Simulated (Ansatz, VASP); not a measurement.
HfN in VASP and in Ansatz

Contents of INCAR:

```
SYSTEM = HfN
PREC = Accurate
ENCUT = 520
EDIFF = 1E-6
ISMEAR = 0
SIGMA = 0.15
LREAL = .FALSE.
LASPH = .TRUE.
NELM = 60
ALGO = Normal
ISIF = 2
LWAVE = .FALSE.
LCHARG = .FALSE.
GGA = PE
NBANDS = 14
```

The input KPOINTS:

```
Automatic mesh
0
G
  12 12 12
  0 0 0
```

Contents of POSCAR:

```
HfN
1.0
    0.0000000000      2.2738965622      2.2738965622
    2.2738965622      0.0000000000      2.2738965622
    2.2738965622      2.2738965622      0.0000000000
Hf N
1 1
Direct
   -0.0157964002     -0.0030309551      0.0142898829
    0.5157964002      0.5030309551      0.4857101171
```

Input for Ansatz:

```yaml
crystal:
  lattice:
    - [0.0, 2.2738965622, 2.2738965622]
    - [2.2738965622, 0.0, 2.2738965622]
    - [2.2738965622, 2.2738965622, 0.0]
  atoms:
    - { symbol: Hf, position: [-0.0157964002, -0.0030309551, 0.0142898829] }
    - { symbol: "N", position: [0.5157964002, 0.5030309551, 0.4857101171] }
basis:
  ecutwfc: 420
kpoints:
  mp_grid: { grid: [12, 12, 12] }
hamiltonian:
  xc: pbe
scf:
  occupations: { method: gaussian, width: 0.15 }
output:
  forces: true
  stress: true
  eigenvalues: true
```

Change from the starting cell: all N atoms moved 0.1 Å in one direction.

Alike in both runs: task single point; functional PBE; k mesh 12 × 12 × 12; occupations gaussian, width 0.15 eV; no spin polarisation.

|  | VASP | Ansatz |
| --- | --- | --- |
| version | VASP 6.6.1 | Ansatz 0.2.0 |
| potentials or method | VASP PAW PBE potentials, release 64 (Hf_pv, N), cutoff 520 eV | scalar-relativistic, plane waves, PAW |
| valence electrons in the cell | 15 | 31 |

Ansatz gave:

| Property | Result |
| --- | --- |
| gap on the k mesh at the Fermi level (eV) | none |
| pressure (GPa) | 1.2 |
| traceless stress, the component that is largest in VASP (GPa) | 1.54 |
| rms of the force components (eV/Å) | 0.636 |

**Question.** Which values does VASP return?

**Answer.** gap on the k mesh at the Fermi level (eV): none; pressure (GPa): -1.1; traceless stress, the component that is largest in VASP (GPa): 1.53; rms of the force components (eV/Å): 0.634.

Atom by atom the forces differ by 0.003 eV/Å (rms over components). A gap of «none» marks a metal or a gap that the smearing closes. With one functional, cell and mesh, what is left measures potentials, basis and numerics. VASP's potentials hold 15 valence electrons a cell and Ansatz's 31, so a difference there can come from the potentials and not from the codes.

Neither program's run includes spin-orbit coupling.
